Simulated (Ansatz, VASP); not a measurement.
SnSe2: VASP beside Ansatz

INCAR

```
  PREC = Accurate
  ENCUT = 500
  EDIFF = 1E-6
  ISMEAR = 0
  SIGMA = 0.03
  LREAL = False
  LASPH = True
  NELM = 120
  ALGO = Normal
  ISIF = 2
  LWAVE = False
  LCHARG = False
  GGA = PE
  IVDW = 12
  NBANDS = 20
  GGA_COMPAT = False
```

KPOINTS

```
Automatic mesh
0
Gamma
  12 12 6
```

Contents of POSCAR:

```
SnSe2
1.0
    3.8498055303      0.0000000000      0.0000000000
   -1.9249027652      3.3340293889      0.0000000000
    0.0000000000      0.0000000000      5.0228412754
Sn Se
1 2
Direct
    0.0000000000      0.0000000000      0.0000000000
    0.3333333333      0.6666666667      0.2651331237
    0.6666666667      0.3333333333      0.7348668763
```

Input for Ansatz:

```yaml
crystal:
  lattice:
    - [3.8498055303, 0.0, 0.0]
    - [-1.9249027652, 3.3340293889, 0.0]
    - [0.0, 0.0, 5.0228412754]
  atoms:
    - { symbol: Sn, position: [0.0, 0.0, 0.0] }
    - { symbol: Se, position: [0.3333333333, 0.6666666667, 0.2651331237] }
    - { symbol: Se, position: [0.6666666667, 0.3333333333, 0.7348668763] }
basis:
  ecutwfc: 420
kpoints:
  mp_grid: { grid: [12, 12, 6] }
hamiltonian:
  xc: pbe
  dispersion: d3bj
scf:
  occupations: { method: gaussian, width: 0.03 }
output:
  forces: true
  stress: true
  eigenvalues: true
```

Alike in both runs: task single point; functional PBE; dispersion D3(BJ); k mesh 12 × 12 × 6; occupations gaussian, width 0.03 eV; no spin polarisation.

|  | VASP | Ansatz |
| --- | --- | --- |
| version | VASP 6.6.1 | Ansatz 0.2.0 |
| potentials or method | VASP PAW PBE potentials, release 64 (Sn_d, Se), cutoff 500 eV | scalar-relativistic, plane waves, PAW |
| valence electrons in the cell | 26 | 46 |

```tsv
	VASP	Ansatz	Ansatz less VASP
gap on the k mesh at the Fermi level (eV)	none	none	-
pressure (GPa)	17.0	16.8	-0.17
traceless stress, the component that is largest in VASP (GPa)	3.46	3.51	+0.047
rms of the force components (eV/Å)	1.078	1.069	-0.0097
```

Atom by atom the forces differ by 0.010 eV/Å (rms over components). A gap of «none» marks a metal or a gap that the smearing closes. VASP's potentials hold 26 valence electrons a cell and Ansatz's 46, so a difference there can come from the potentials and not from the codes.
